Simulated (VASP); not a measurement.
Input of a VASP 6.6.1 run:

File INCAR:

```
PREC     = Accurate       # precision mode
ENCUT    = 520            # plane-wave cutoff, eV
EDIFF    = 1E-7           # SCF threshold, eV
ISMEAR   = 0              # smearing method
SIGMA    = 0.15           # smearing width, eV
LREAL    = F              # projectors in reciprocal space
LASPH    = T              # aspherical terms in the spheres
NELM     = 80             # most SCF steps
ALGO     = Normal         # electronic algorithm
ISIF     = 2              # what is computed and relaxed
LWAVE    = F              # write WAVECAR
LCHARG   = T              # write CHGCAR
GGA      = PS             # functional
LELF     = T              # ELF
LVHAR    = T            
NBANDS   = 15             # bands
```

File KPOINTS:

```
regular mesh
0
Gamma
  21 21 18
```

File POSCAR:

```
TaN
1.0
    2.6862398990      0.0000000000      0.0000000000
   -1.3431199495      2.3263519932      0.0000000000
    0.0000000000      0.0000000000      2.8573533806
Ta N
1 1
Direct
    0.3333333333      0.6666666667      0.5000000000
    0.0000000000      0.0000000000      0.0000000000
```

Potentials or basis: VASP PAW PBE potentials, release 64 (Ta_pv, N).

The run is started by

```console
$ cat potpaw_PBE.64/Ta_pv/POTCAR potpaw_PBE.64/N/POTCAR > POTCAR
$ mpirun -np 1 vasp_std > vasp.out
```

Task: Estimate the band gap on the k mesh.

Result: Zero (band 8 reaches 10.35 eV, above the bottom of band 9 at 9.87 eV).

Task: Predict the pressure.

Result: 91.6 GPa.

Stress tensor (GPa, compression positive):
```
111.48   0.00   0.00
  0.00 111.48   0.00
  0.00   0.00  51.96
```

Caveat: the PAW data sets were made with another functional, which shifts forces and pressure a little; spin-orbit coupling is left out, which moves the levels of the heavy elements.
